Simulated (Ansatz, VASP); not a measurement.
# In2SiS in VASP and in Ansatz

```
CELL_PARAMETERS angstrom
3.61913 0.00000 0.00000
-1.80956 3.13426 0.00000
0.00000 0.00000 8.12718
ATOMIC_POSITIONS crystal
In 0.66667 0.33333 0.66693
In 0.66667 0.33333 0.33307
Si 0.00000 0.00000 0.00000
S 0.00000 0.00000 0.50000
```

Alike in both runs: task single point; functional PBE; k mesh 6 × 6 × 2; occupations gaussian, width 0.1 eV; no spin polarisation.

|  | VASP | Ansatz |
| --- | --- | --- |
| version | VASP 6.6.1 | Ansatz 0.2.0 |
| potentials or method | VASP PAW PBE potentials, release 64 (In_d, Si, S), cutoff 520 eV | scalar-relativistic, plane waves, PAW |
| valence electrons in the cell | 36 | 36 |

|  | VASP | Ansatz | Ansatz less VASP |
| --- | --- | --- | --- |
| gap on the k mesh at the Fermi level (eV) | none | none | - |
| pressure (GPa) | 15.6 | 15.5 | -0.10 |
| traceless stress, the component that is largest in VASP (GPa) | 8.23 | 8.17 | -0.057 |
| rms of the force components (eV/Å) | 2.701 | 2.685 | -0.0156 |

Atom by atom the forces differ by 0.016 eV/Å (rms over components). A gap of «none» marks a metal or a gap that the smearing closes.

The k mesh is coarse, so the values compare programs but aren't converged.
